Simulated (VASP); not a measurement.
# Hf3N3O in VASP: further runs

Hf3N3O is run at these levels: PBEsol; tasks: relaxation of the atoms, single point.

Program: VASP 6.6.1. These are calculated values, not measurements. Logs are shortened: lines on timing, memory, paths and dates and some standing lists are left out, and cuts for length are marked.

## (1) The cell of the first run

The cell holds a slab with vacuum, 7 atoms: a = 3.183 Å, b = 3.183 Å, c = 25.497 Å, α = 90.00°, β = 90.00°, γ = 120.00°.

## (2) Relaxation of the atoms, PBEsol

Contents of INCAR:

```
SYSTEM = Hf3N3O
ALGO = Normal ; DIPOL = 0.5 0.5 0.493
EDIFF = 1E-6 ; EDIFFG = -0.03
ENCUT = 520 ; GGA = PS
IBRION = 2 ; IDIPOL = 3
ISIF = 2 ; ISMEAR = 0
LASPH = .TRUE. ; LCHARG = .FALSE.
LDIPOL = .TRUE. ; LREAL = .FALSE.
LWAVE = .FALSE. ; NELM = 60
NSW = 90 ; PREC = Accurate
SIGMA = 0.1
```

Contents of KPOINTS:

```
k-points
0
G
  9 9 1
  0 0 0
```

Contents of POSCAR:

```
Hf3N3O
1.0
    3.1830776024      0.0000000000      0.0000000000
   -1.5915388012      2.7566260659      0.0000000000
    0.0000000000      0.0000000000     25.4974299479
N Hf O
3 3 1
Selective dynamics
Direct
    0.3333333333      0.6666666667      0.3333669321  F F F
    0.0000000000      0.0000000000      0.4352976751  F F F
    0.6666666667      0.3333333333      0.5372239559  T T T
    0.6666666667      0.3333333333      0.3843323037  F F F
    0.3333333333      0.6666666667      0.4880225927  T T T
    0.0000000000      0.0000000000      0.5874557450  T T T
    0.0000000000      0.0000000000      0.6823672716  T T T
```

Potentials or basis: VASP PAW PBE potentials, release 64 (N, Hf_pv, O).

On the command line:

```console
$ cat potpaw_PBE.64/N/POTCAR potpaw_PBE.64/Hf_pv/POTCAR potpaw_PBE.64/O/POTCAR > POTCAR
$ mpirun -np 1 vasp_std > vasp.out
```

OUTCAR:

```text
SYSTEM = Hf3N3O
   EDIFF = 1E-6
   EDIFFG = -0.03
   ENCUT = 520
   GGA = PS
   IBRION = 2
   ISIF = 2
   ISMEAR = 0
   LASPH = .TRUE.
   LREAL = .FALSE.
   NELM = 60
   NSW = 90
   PREC = Accurate

 ion  position               nearest neighbor table
   1  0.333  0.667  0.333-   4 2.25   4 2.25   4 2.25
   2  0.000  0.000  0.435-   4 2.25   4 2.25   4 2.25   5 2.28   5 2.28   5 2.28
   3  0.667  0.333  0.537-   5 2.23   5 2.23   5 2.23   6 2.24   6 2.24   6 2.24
   4  0.667  0.333  0.384-   2 2.25   2 2.25   2 2.25   1 2.25   1 2.25   1 2.25   5 3.22   5 3.22
                             5 3.22
   5  0.333  0.667  0.488-   3 2.23   3 2.23   3 2.23   2 2.28   2 2.28   2 2.28   6 3.13   6 3.13
                             6 3.13   4 3.22   4 3.22   4 3.22
   6  0.000  0.000  0.587-   3 2.24   3 2.24   3 2.24   7 2.42   5 3.13   5 3.13   5 3.13
   7  0.000  0.000  0.682-   6 2.42

  LATTYP: Found a hexagonal cell.
 ALAT       =     3.1830776024
 C/A-ratio  =     8.0103073606

  Lattice vectors:

 A1 = (   3.1830776024,   0.0000000000,   0.0000000000)
 A2 = (  -1.5915388012,   2.7566260659,   0.0000000000)
 A3 = (   0.0000000000,   0.0000000000,  25.4974299479)

Analysis of symmetry for initial positions (statically):
=====================================================================
 Subroutine PRICEL returns:
 Original cell was already a primitive cell.

 Routine SETGRP: Setting up the symmetry group for a
 hexagonal supercell.

 Subroutine GETGRP returns: Found  6 space group operations
 (whereof  6 operations were pure point group operations)
 out of a pool of 24 trial point group operations.

The static configuration has the point symmetry C_3v.

Analysis of symmetry for dynamics (positions and initial velocities):
=====================================================================
 Subroutine PRICEL returns:
 Original cell was already a primitive cell.

 Routine SETGRP: Setting up the symmetry group for a
 hexagonal supercell.

 Subroutine GETGRP returns: Found  6 space group operations
 (whereof  6 operations were pure point group operations)
 out of a pool of 24 trial point group operations.

The dynamic configuration has the point symmetry C_3v.

Analysis of constrained symmetry for selective dynamics:
=====================================================================
 Subroutine PRICEL returns:
 Original cell was already a primitive cell.

 Routine SETGRP: Setting up the symmetry group for a
 hexagonal supercell.

 Subroutine GETGRP returns: Found  6 space group operations
 (whereof  6 operations were pure point group operations)
 out of a pool of 24 trial point group operations.

The constrained configuration has the point symmetry C_3v.

 Subroutine INISYM returns: Found  6 space group operations
 (whereof  6 operations are pure point group operations),
 and found     1 'primitive' translations

----------------------------------------------------------------------------------------

                                     Primitive cell

  volume of cell :     223.7286

  direct lattice vectors                    reciprocal lattice vectors
     3.183077602  0.000000000  0.000000000     0.314161364  0.181381148  0.000000000
    -1.591538801  2.756626066  0.000000000     0.000000000  0.362762296  0.000000000
     0.000000000  0.000000000 25.497429948     0.000000000  0.000000000  0.039219639

  length of vectors
     3.183077602  3.183077602 25.497429948     0.362762296  0.362762296  0.039219639

  position of ions in fractional coordinates (direct lattice)
     0.333333333  0.666666667  0.333366932
     0.000000000  0.000000000  0.435297675
     0.666666667  0.333333333  0.537223956
     0.666666667  0.333333333  0.384332304
     0.333333333  0.666666667  0.488022593
     0.000000000  0.000000000  0.587455745
     0.000000000  0.000000000  0.682367272

  ion indices of the primitive-cell ions
   primitive index   ion index
                 1           1
[... 68 lines left out ...]
   NSW    =     90    number of steps for IOM
   IBRION =      2    ionic relax: 0-MD 1-quasi-New 2-CG
   NFREE  =      1    steps in history (QN), initial steepest desc. (CG)
   ISIF   =      2    stress and relaxation
   ISYM   =      2    0-nonsym 1-usesym 2-fastsym
   POTIM  = 0.5000    time-step for ionic-motion
   TEBEG  =    0.0;   TEEND  =   0.0 temperature during run
   PSTRESS=    0.0 pullay stress
   NELECT =      51.0000    total number of electrons
   NUPDOWN=      -1.0000    fix difference up-down
   EMIN   =  10.00;   EMAX   =-10.00  energy-range for DOS
   EFERMI =   0.00;   METHOD = LEGACY
   ISMEAR =     0;   SIGMA  =   0.10  broadening in eV -4-tet -1-fermi 0-gaus
   EFERMI_NEDOS =   21; number of points for ismear=-14 and -15
   IALGO  =     38    algorithm
   IMIX   =      4    mixing-type and parameters
     AMIX     =   0.40;   BMIX     =  1.00
     AMIX_MAG =   1.60;   BMIX_MAG =  1.00
  volume/ion in A,a.u.               =      31.96       215.69
  Fermi-wavevector in a.u.,A,eV,Ry     =   1.000056  1.889832 13.607354  1.000112
  Thomas-Fermi vector in A             =   2.132387
   LORBIT       =      0    0 simple, 1 ext, 2 COOP (PROOUT), +10 PAW based schemes
   GGA     = PS    functional components
   LHFCALC =     F    Hartree Fock is set to
   AEXX    =    0.0000 exact exchange contribution
   IVDW    =     0    specifies the selected vdW correction
   LEPSILON=     F    determine dielectric tensor
   LRPA    =     F    only Hartree local field effects (RPA)
 conjugate gradient relaxation of ions
 non-spin polarized calculation
 Gauss-broadening in eV      SIGMA  =   0.10
  energy-cutoff  :      520.00
  volume of cell :      223.73
 maximum number of plane-waves:      6054
 NGX is ok and might be reduce to    24
   NGX = 11   NGY = 11   NGZ = 95

--------------------------------------- Ionic step        1  -------------------------------------------

 number of electron      51.0000006 magnetization

 Free energy of the ion-electron system (eV)
  ---------------------------------------------------
  ext. energy  EPLUGINS =         0.00000000
  ---------------------------------------------------
  free energy    TOTEN  =       -68.36290852 eV

  energy without entropy =      -68.32164574  energy(sigma->0) =      -68.34227713

------------------------ aborting loop because EDIFF is reached ----------------------------------------

  FORCE on cell =-STRESS in cart. coord.  units (eV):
  Direction    XX          YY          ZZ          XY          YZ          ZX
  --------------------------------------------------------------------------------------
  -------------------------------------------------------------------------------------
  Total       -1.7253043     -1.7253043    -15.6472349     -0.0000000     -0.0000000      0.0000000
  in kB      -12.3553423    -12.3553423   -112.0538268     -0.0000000     -0.0000000      0.0000000
  external PRESSURE =     -45.5881705 kB  Pullay stress =       0.0000000 kB
[... 71 lines left out ...]
--------------------------------------- Ionic step        3  -------------------------------------------

 number of electron      51.0000005 magnetization

 E-fermi : -14.7319     XC(G=0):  -6.1023

 val. band max:      -14.7767983849   @ k =   0.3333   0.1111   0.0000
 cond. band min:     -14.6202557044   @ k =   0.3333   0.3333   0.0000
 fundamental gap:      0.1565426805
 Fermi energy:       -14.7319116211

 k-point     1 :       0.0000    0.0000    0.0000
  band No.  band energies     occupation
      1     -90.1074      2.00000
      2     -74.6346      2.00000
      3     -74.6333      2.00000
      4     -55.0397      2.00000
      5     -45.0583      2.00000
      6     -45.0572      2.00000
[... 385 lines left out ...]
     29     -12.3360      0.00000
     30     -10.7246      0.00000

------------------------ aborting loop EDIFF was not reached (unconverged)  ----------------------------

  FORCE on cell =-STRESS in cart. coord.  units (eV):
  Direction    XX          YY          ZZ          XY          YZ          ZX
  --------------------------------------------------------------------------------------
  -------------------------------------------------------------------------------------
  Total     6087.8867235   6087.8867235  -4710.6219075      0.0000000      0.0000000      0.0000000
  in kB    43596.9043722  43596.9043723 -33733.9609231      0.0000000      0.0000000      0.0000000
  external PRESSURE =   17819.9492738 kB  Pullay stress =       0.0000000 kB
[... 22 lines left out ...]
  FREE ENERGIE OF THE ION-ELECTRON SYSTEM (eV)
  ---------------------------------------------------
  free  energy   TOTEN  =       -13.3283387894 eV

  energy  without entropy=      -13.3137801544  energy(sigma->0) =      -13.32105947

 vacuum level on the upper side and lower side of the slab       (xc-potential included)        -0.437        -2.271

 dipolmoment           0.000000      0.000000     -0.042268 electrons x Angstroem

[... ionic steps 4 to 36 ...]

--------------------------------------- Ionic step       37  -------------------------------------------

 number of electron      51.0000011 magnetization

------------------------ aborting loop because EDIFF is reached ----------------------------------------
[... 79 lines left out ...]
 number of electron      51.0000011 magnetization

 dipolmoment           0.000000      0.000000      0.061428 electrons x Angstroem

 Free energy of the ion-electron system (eV)
  ---------------------------------------------------
  ext. energy  EPLUGINS =         0.00000000
  ---------------------------------------------------
  free energy    TOTEN  =       -71.04105280 eV

  energy without entropy =      -71.00892732  energy(sigma->0) =      -71.02499006

 E-fermi :  -3.6415     XC(G=0):  -5.0898

 val. band max:       -3.6485583811   @ k =   0.2222   0.1111   0.0000
 cond. band min:      -3.6178857413   @ k =   0.2222   0.2222   0.0000
 fundamental gap:      0.0306726398
 Fermi energy:        -3.6414695413

 k-point     1 :       0.0000    0.0000    0.0000
  band No.  band energies     occupation
      1     -35.0036      2.00000
      2     -34.4427      2.00000
      3     -34.4427      2.00000
      4     -33.6848      2.00000
      5     -33.4493      2.00000
      6     -33.1938      2.00000
[... 385 lines left out ...]
     29      -0.7267      0.00000
     30       0.0972      0.00000

------------------------ aborting loop because EDIFF is reached ----------------------------------------

 vacuum level on the upper side and lower side of the slab       (xc-potential included)         0.592        -0.649

  FORCE on cell =-STRESS in cart. coord.  units (eV):
  Direction    XX          YY          ZZ          XY          YZ          ZX
  --------------------------------------------------------------------------------------
  -------------------------------------------------------------------------------------
  Total        1.8052393      1.8052393     -4.8863890      0.0000000     -0.0000000      0.0000000
  in kB       12.9277772     12.9277772    -34.9926737      0.0000000     -0.0000000      0.0000000
  external PRESSURE =      -3.0457064 kB  Pullay stress =       0.0000000 kB
[... 22 lines left out ...]
  FREE ENERGIE OF THE ION-ELECTRON SYSTEM (eV)
  ---------------------------------------------------
  free  energy   TOTEN  =       -71.0410528041 eV

  energy  without entropy=      -71.0089273165  energy(sigma->0) =      -71.02499006

 reached required accuracy - stopping structural energy minimisation

 vacuum level on the upper side and lower side of the slab         5.946         4.678
```

It took 1.6 h on 1 thread of Intel Xeon Platinum 8259CL at 2.50GHz (Skylake/Cascade Lake), shared host; peak memory 0.38 GiB.

Results:

```yaml
Free_energy: -71.0411 eV
Band_gap_on_the_k_mesh: zero (an odd number of electrons rules out a gap without spin polarisation)
```

Final structure:
```cif
data_structure
_symmetry_space_group_name_H-M 'P 1'
_symmetry_Int_Tables_number 1
_cell_length_a 3.1831
_cell_length_b 3.1831
_cell_length_c 25.4974
_cell_angle_alpha 90.000
_cell_angle_beta 90.000
_cell_angle_gamma 120.000
_cell_volume 223.73
loop_
_atom_site_label
_atom_site_type_symbol
_atom_site_fract_x
_atom_site_fract_y
_atom_site_fract_z
_atom_site_occupancy
N1 N 0.33333 0.66667 0.33337 1
N2 N 0.00000 0.00000 0.43530 1
N3 N 0.66667 0.33333 0.53736 1
Hf1 Hf 0.66667 0.33333 0.38433 1
Hf2 Hf 0.33333 0.66667 0.48763 1
Hf3 Hf 0.00000 0.00000 0.58829 1
O1 O 0.00000 0.00000 0.65749 1
```

Levels at points of the mesh, in eV from the Fermi level:
```tsv
k point	band 21	band 22	band 23	band 24	band 25	band 26	band 27	band 28	band 29	band 30
(0.00, 0.00, 0.00)	-1.26	-0.64	-0.64	-0.08	-0.08	0.18	1.04	1.04	1.26	2.81
```

Caveat: the PAW data sets were made with another functional, which shifts forces and pressure a little; spin-orbit coupling is left out, which moves the levels of the heavy elements; an odd number of electrons without spin polarisation forces a metal; a magnetic or distorted state may lie lower.

## (3) Single point, PBEsol

Contents of INCAR:

```
SYSTEM = Hf3N3O
PREC = Accurate
ENCUT = 520
EDIFF = 1E-6
ISMEAR = 0
SIGMA = 0.1
LREAL = .False.
LASPH = .True.
NELM = 100
ALGO = Normal
ISIF = 2
LWAVE = .False.
LCHARG = .True.
LDIPOL = .True.
IDIPOL = 3
DIPOL = 0.5 0.5 0.489
GGA = PS
LELF = .True.
LVHAR = .True.
LVACPOTAV = .True.
NBANDS = 34
```

Contents of KPOINTS:

```
Automatic mesh
0
Gamma
  9 9 1
  0 0 0
```

Contents of POSCAR:

```
Hf3N3O
1.0
    3.1830776024      0.0000000000      0.0000000000
   -1.5915388012      2.7566260659      0.0000000000
    0.0000000000      0.0000000000     25.4974299479
N Hf O
3 3 1
Direct
    0.3333333333      0.6666666667      0.3333669321
    0.0000000000      0.0000000000      0.4352976751
    0.6666666667      0.3333333333      0.5377460425
    0.6666666667      0.3333333333      0.3843323037
    0.3333333333      0.6666666667      0.4878051823
    0.0000000000      0.0000000000      0.5886715328
    0.0000000000      0.0000000000      0.6577172190
```

Potentials or basis: VASP PAW PBE potentials, release 64 (N, Hf_pv, O).

On the command line:

```console
$ cat potpaw_PBE.64/N/POTCAR potpaw_PBE.64/Hf_pv/POTCAR potpaw_PBE.64/O/POTCAR > POTCAR
$ mpirun -np 1 vasp_std > vasp.out
```

It took 4.3 min on 1 thread of Intel Xeon Platinum 8488C (Sapphire Rapids), shared host; peak memory 0.35 GiB.

The run converged. Its results:

- Free energy: -71.0402 eV
- Largest force: 6.371 eV/Å
- Band gap on the k mesh: zero (an odd number of electrons rules out a gap without spin polarisation)

Forces on the atoms (eV/Å):
```
N    0.000  0.000  5.002
N    0.000  0.000  1.457
N    0.000  0.000 -0.041
Hf   0.000  0.000 -6.371
Hf   0.000  0.000  0.010
Hf   0.000  0.000 -0.204
O    0.000  0.000  0.147
```

Levels at points of the mesh, in eV from the Fermi level:
```
           k point  band 23  band 24  band 25  band 26  band 27  band 28
(0.00, 0.00, 0.00)    -0.66    -0.08    -0.08     0.18     1.05     1.05
```

Caveat: the PAW data sets were made with another functional, which shifts forces and pressure a little; spin-orbit coupling is left out, which moves the levels of the heavy elements; an odd number of electrons without spin polarisation forces a metal; a magnetic or distorted state may lie lower.

## (4) Single point, PBEsol

Contents of INCAR:

```
SYSTEM = Hf3N3O
ALGO = Normal
DIPOL = 0.5 0.5 0.486
EDIFF = 1E-7
ENCUT = 520
GGA = PS
IDIPOL = 3
ISIF = 2
ISMEAR = 0
LASPH = .TRUE.
LCHARG = .FALSE.
LDIPOL = .TRUE.
LREAL = .FALSE.
LWAVE = .FALSE.
NBANDS = 34
NELM = 100
PREC = Accurate
SIGMA = 0.1
```

Contents of KPOINTS:

```
k-points
0
G
  9 9 1
  0 0 0
```

Contents of POSCAR:

```
Hf3N3O
1.0
    3.1830776024      0.0000000000      0.0000000000
   -1.5915388012      2.7566260659      0.0000000000
    0.0000000000      0.0000000000     25.4974299479
N Hf O
3 3 1
Direct
    0.3333333333      0.6666666667      0.3333669321
    0.0000000000      0.0000000000      0.4352976751
    0.6666666667      0.3333333333      0.5396941731
    0.6666666667      0.3333333333      0.3843323037
    0.3333333333      0.6666666667      0.4870937990
    0.0000000000      0.0000000000      0.5903365392
    0.3333333333      0.6666666667      0.6289986705
```

On the command line:

```console
$ cat potpaw_PBE.64/N/POTCAR potpaw_PBE.64/Hf_pv/POTCAR potpaw_PBE.64/O/POTCAR > POTCAR
$ mpirun -np 1 vasp_std > vasp.out
```

Run time: 5.3 min. Hardware: 1 thread of Intel Xeon Platinum 8488C (Sapphire Rapids), shared host; peak memory 0.36 GiB.

The run converged. Its results:

```yaml
Free_energy: -74.9638 eV
Largest_force: 6.520 eV/Å
Band_gap_on_the_k_mesh: zero (an odd number of electrons rules out a gap without spin polarisation)
```

Forces in eV/Å, atoms in the order of the input:
```
N    0.000  0.000  5.054
N    0.000  0.000  1.561
N    0.000  0.000  0.026
Hf   0.000  0.000 -6.520
Hf   0.000  0.000  0.013
Hf   0.000  0.000  0.051
O    0.000  0.000 -0.185
```

Levels at points of the mesh, in eV from the Fermi level:
```
           k point  band 23  band 24  band 25  band 26  band 27  band 28
(0.00, 0.00, 0.00)    -1.17    -0.08    -0.08     0.52     0.63     0.63
```

Caveat: the PAW data sets were made with another functional, which shifts forces and pressure a little; spin-orbit coupling is left out, which moves the levels of the heavy elements; an odd number of electrons without spin polarisation forces a metal; a magnetic or distorted state may lie lower.

(Part 1 of 2 ends here.)
